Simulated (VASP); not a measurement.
## TiAl: single point with PBE

The system is TiAl.

```
Ti Al
1.0
     2.73690    0.00000    0.00000
    -1.36845    2.37022    0.00000
     0.00000    0.00000    5.20620
Ti Al
1 1
Cartesian
  0.0000 0.0000 0.0000
  0.0000 1.5801 2.6031
```

```
Program             : VASP 6.6.1
Task                : single point
Functional          : PBE
Potentials or basis : VASP PAW PBE potentials, release 64 (Ti_sv, Al)
Cutoff              : 520 eV
k mesh              : 18 × 18 × 10
Occupations         : gaussian, width 0.15 eV
Spin                : no spin polarisation
```

```json
{
 "Pressure": "-0.2 GPa"
}
```

Stress tensor (GPa, compression positive):
```
  8.83   0.00   0.00
  0.00   8.83   0.00
  0.00   0.00 -18.16
```

Levels at points of the mesh, in eV from the Fermi level:
```csv
k point,band 3,band 4,band 5,band 6,band 7,band 8,band 9,band 10,band 11,band 12
"(0.00, 0.00, 0.00)",-32.39,-32.39,-9.32,-3.07,-2.98,1.21,1.21,2.01,3.03,3.03
"(0.50, 0.00, 0.00)",-32.87,-32.58,-3.57,-2.58,-1.71,-1.45,2.32,3.34,3.50,4.32
"(0.00, 0.00, 0.50)",-32.39,-32.39,-8.80,-5.60,-1.35,1.21,1.21,3.01,3.01,4.21
"(0.50, 0.00, 0.50)",-32.87,-32.58,-3.49,-2.63,-2.07,0.63,0.90,1.60,2.25,4.32
```

Run time: 2.4 min on 1 thread of Intel(R) Xeon(R) Platinum 8259CL CPU @ 2.50GHz (Skylake/Cascade Lake), with other jobs on the host, peak memory 0.23 GiB.
